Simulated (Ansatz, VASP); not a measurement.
**TaN: VASP beside Ansatz**

Contents of INCAR:

```
SYSTEM = TaN
PREC = Accurate
ENCUT = 520
EDIFF = 1E-6
ISMEAR = 1
SIGMA = 0.1
LREAL = .FALSE.
LASPH = .TRUE.
NELM = 80
ALGO = Normal
ISIF = 2
LWAVE = .FALSE.
LCHARG = .FALSE.
GGA = PE
NBANDS = 15
```

KPOINTS

```
regular mesh
0
G
  9 9 9
  0 0 0
```

File POSCAR:

```
TaN
1.0
    3.0815710000      0.0000000000      0.0000000000
    1.5407855000      2.6687187696      0.0000000000
    1.5407855000      0.8895729232      2.5160921854
Ta N
1 1
Direct
    0.5000000000      0.5000000000      0.5000000000
    0.0000000000      0.0000000000      0.0000000000
```

Input for Ansatz:

```yaml
crystal:
  lattice:
    - [3.081571, 0.0, 0.0]
    - [1.5407855000000004, 2.668718769565416, 0.0]
    - [1.5407855000000004, 0.8895729231884723, 2.516092185386033]
  atoms:
    - { symbol: Ta, position: [0.5000000000000001, 0.5, 0.5] }
    - { symbol: "N", position: [0.0, 0.0, 0.0] }
basis:
  ecutwfc: 420.0
kpoints:
  mp_grid:
    grid: [9, 9, 9]
hamiltonian:
  xc: pbe
scf:
  occupations:
    method: cold
    width: 0.1
output:
  forces: true
  stress: true
```

Alike in both runs: task single point; functional PBE; k mesh 9 × 9 × 9; no spin polarisation.

|  | VASP | Ansatz |
| --- | --- | --- |
| version | VASP 6.6.1 | Ansatz 0.2.0 |
| potentials or method | VASP PAW PBE potentials, release 64 (Ta_pv, N), cutoff 520 eV | plane waves, PAW |
| occupations | methfessel-paxton of order 1, width 0.1 eV | cold, width 0.1 eV |
| valence electrons in the cell | 16 | 18 |

VASP gave:

```
pressure (GPa) : 15.4
```

Question: Which values does Ansatz return?

Answer: Pressure (GPa): 14.5.

VASP's potentials hold 16 valence electrons a cell and Ansatz's 18, so a difference there can come from the potentials and not from the codes.

Spin-orbit coupling is off throughout.
